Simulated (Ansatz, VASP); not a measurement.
One calculation of CaO, two programs

The input INCAR:

```
SYSTEM = CaO
PREC     = Accurate       ! precision mode
ENCUT    = 520            ! plane-wave cutoff, eV
EDIFF    = 1E-6           ! SCF threshold, eV
ISMEAR   = 0              ! smearing method
SIGMA    = 0.023          ! smearing width, eV
LREAL    = .FALSE.        ! projectors in reciprocal space
LASPH    = .TRUE.         ! aspherical terms in the spheres
NELM     = 60             ! most SCF steps
ALGO     = Normal         ! electronic algorithm
ISIF     = 2              ! what is computed and relaxed
LWAVE    = .FALSE.        ! write WAVECAR
LCHARG   = .FALSE.        ! write CHGCAR
GGA      = PE             ! functional
NBANDS   = 15             ! bands
```

Contents of KPOINTS:

```
Automatic mesh
0
G
  10 10 10
  0 0 0
```

POSCAR

```
CaO
1.0
    0.0000000000      2.4035556960      2.4035556960
    2.4035556960      0.0000000000      2.4035556960
    2.4035556960      2.4035556960      0.0000000000
Ca O
1 1
Direct
    0.0000000000      0.0000000000      0.0000000000
    0.5000000000      0.5000000000      0.5000000000
```

Contents of input.yaml:

```yaml
crystal:
  lattice:
    - [0.0, 2.403555696, 2.403555696]
    - [2.403555696, 0.0, 2.403555696]
    - [2.403555696, 2.403555696, 0.0]
  atoms:
    - { symbol: Ca, position: [0.0, 0.0, 0.0] }
    - { symbol: O, position: [0.5, 0.5, 0.5] }
kpoints:
  mp_grid: { grid: [10, 10, 10] }
scf:
  occupations: { method: gaussian, width: 0.023 }
hamiltonian:
  xc: pbe
  pseudopotentials: { kind: all_electron, lapw: { basis_error: 0.001 } }
output:
  forces: true
  stress: true
  eigenvalues: true
```

Alike in both runs: task single point; functional PBE; k mesh 10 × 10 × 10; occupations gaussian, width 0.023 eV; no spin polarisation.

```csv
,VASP,Ansatz
version,VASP 6.6.1,Ansatz 0.2.0
potentials or method,"VASP PAW PBE potentials, release 64 (Ca_sv, O), cutoff 520 eV","all-electron LAPW, scalar-relativistic"
```

VASP gave:

```
gap on the k mesh at the Fermi level (eV) : 3.64
least direct gap on the mesh (eV)         : 4.01
pressure (GPa)                            : 2.2
```

Which values does Ansatz return?

gap on the k mesh at the Fermi level (eV): 3.65; least direct gap on the mesh (eV): 4.03; pressure (GPa): 1.6.

Ansatz ran all-electron here, and VASP with PAW potentials.
